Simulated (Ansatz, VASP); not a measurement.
# One calculation of ZnS, two programs

The input POSCAR:

```
ZnS
1.0
    0.0000000000      2.7046500000      2.7452197500
    2.7046500000      0.0000000000      2.7452197500
    2.7046500000      2.7046500000      0.0000000000
Zn S
1 1
Direct
    0.0000000000      0.0000000000      0.0000000000
    0.7500000000      0.7500000000      0.7500000000
```

INCAR.step1

```
ALGO = Normal ; EDIFF = 1E-4
ENCUT = 520 ; GGA = PE
ISMEAR = 0 ; LASPH = T
LCHARG = F ; LREAL = F
LWAVE = T ; NBANDS = 16
NELM = 60 ; PREC = Accurate
SIGMA = 0.05
```

File INCAR.step2:

```
ALGO = Normal ; EDIFF = 1E-6
ENCUT = 520 ; ISIF = 2
ISMEAR = 0 ; ISTART = 1
LASPH = T ; LCHARG = F
LMIXTAU = T ; LREAL = F
LWAVE = F ; METAGGA = R2SCAN
NBANDS = 16 ; NELM = 60
PREC = Accurate ; SIGMA = 0.05
```

KPOINTS

```
k-points
0
Gamma
  8 8 8
```

Input for Ansatz:

```yaml
crystal:
  lattice:
    - [0.0, 2.70465, 2.74521975]
    - [2.70465, 0.0, 2.74521975]
    - [2.70465, 2.70465, 0.0]
  atoms:
    - { symbol: Zn, position: [0.0, 0.0, 0.0] }
    - { symbol: S, position: [0.75, 0.75, 0.75] }
basis:
  ecutwfc: 500
kpoints:
  mp_grid: { grid: [8, 8, 8] }
hamiltonian:
  xc: r2scan
scf:
  occupations: { method: gaussian, width: 0.05 }
output:
  forces: true
  stress: true
  eigenvalues: true
```

Change from the starting cell: strain +0.000 along x and y, +0.015 along z, atoms carried along.

Alike in both runs: task single point; functional r2SCAN; k mesh 8 × 8 × 8; occupations gaussian, width 0.05 eV; no spin polarisation.

|  | VASP | Ansatz |
| --- | --- | --- |
| version | VASP 6.6.1 | Ansatz 0.2.0 |
| potentials or method | VASP PAW PBE potentials, release 64 (Zn, S), cutoff 520 eV | scalar-relativistic, plane waves, PAW |
| valence electrons in the cell | 18 | 18 |

```csv
,VASP,Ansatz,Ansatz less VASP
gap on the k mesh at the Fermi level (eV),2.57,2.56,-0.008
least direct gap on the mesh (eV),2.57,2.56,-0.008
pressure (GPa),-1.9,-1.9,-0.04
"traceless stress, the component that is largest in VASP (GPa)",-0.46,-0.45,+0.009
```

VASP's potentials were made for PBE, not for r2SCAN.
